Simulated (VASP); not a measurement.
Runs of VASP 6.6.1 on NiMoIrPdW. The structure is that of space group Cm (No. 8), or close to it. The cells are those of the table. 

```csv
task,level,potentials or basis,cell,k mesh,k mesh for the DOS,occupations for the DOS,gap on the mesh (eV),pressure (GPa),moment (μB),largest force (eV/Å)
single point,PBE,"VASP PAW PBE potentials, release 64 (Ni, Mo_sv, Pd, Ir, W_sv)","a = 2.748, b = 2.748, c = 11.179 Å, angles 99.7, 99.7, 62.6°, 5 atoms",7 × 7 × 2,-,-,none,0.3,(b),0.02
single point,PBE,"VASP PAW PBE potentials, release 64 (Ni, Mo_sv, Pd, Ir, W_sv)","a = 2.747, b = 2.747, c = 11.144 Å, angles 99.5, 99.5, 62.8°, 5 atoms",8 × 8 × 2,-,-,none,0.1,0.00,0.11
density of states,PBE,"VASP PAW PBE potentials, release 64 (Ni, Mo_sv, Pd, Ir, W_sv)","a = 2.747, b = 2.747, c = 11.144 Å, angles 99.5, 99.5, 62.8°, 5 atoms",11 × 11 × 3,17 × 17 × 5,tetrahedron,-,-,0.00,-
single point,PBE,"VASP PAW PBE potentials, release 64 (Ni, Mo_sv, Pd, Ir, W_sv)","a = 2.729, b = 2.729, c = 11.069 Å, angles 99.5, 99.5, 62.8°, 5 atoms",8 × 8 × 2,-,-,none,5.5,0.00,0.23
single point,r2SCAN+D4,"VASP PAW PBE potentials, release 64 (Ni, Mo_sv, Pd, Ir, W_sv)","a = 2.722, b = 2.722, c = 11.040 Å, angles 99.4, 99.4, 62.6°, 5 atoms",8 × 8 × 2,-,-,none,1.3,0.00,0.05
single point,PBE,"VASP PAW PBE potentials, release 64 (Ni, Mo_sv, Pd, Ir, W_sv)","a = 2.710, b = 2.710, c = 10.994 Å, angles 99.5, 99.5, 62.8°, 5 atoms",8 × 8 × 2,-,-,none,(a),0.00,0.37
single point,LDA,"VASP PAW LDA potentials, release 64 (Ni, Mo_sv, Pd, Ir, W_sv)","a = 2.699, b = 2.699, c = 10.932 Å, angles 99.2, 99.2, 62.2°, 5 atoms",8 × 8 × 2,-,-,none,1.4,0.00,0.06
single point,PBE,"VASP PAW PBE potentials, release 64 (Ni, Mo_sv, Pd, Ir, W_sv)","a = 2.748, b = 2.748, c = 11.161 Å, angles 99.3, 99.3, 62.3°, 5 atoms",8 × 8 × 2,-,-,none,0.4,0.00,0.02
```

Alike in all rows: spin collinear, ferromagnetic start; cutoff (eV) 520; smearing fermi-dirac 0.05 eV.

**Question.** Estimate the missing entries.

**Answer.** (a) 11.5; (b) 0.35.

Caveats: some runs use coarse meshes; spin-orbit coupling is left out, which moves the levels of the heavy elements; tetrahedron occupations give inexact forces and stress in metals (some runs); the PAW data sets were made with another functional, which shifts forces and pressure a little (some runs); pairwise dispersion overbinds metals, which lowers pressure and volume (some runs).

A k mesh can miss the band edges, and the runs leave out spin-orbit coupling on Ir, Mo, Pd, W.

A gap of «none» marks levels without a gap at the run's occupations.
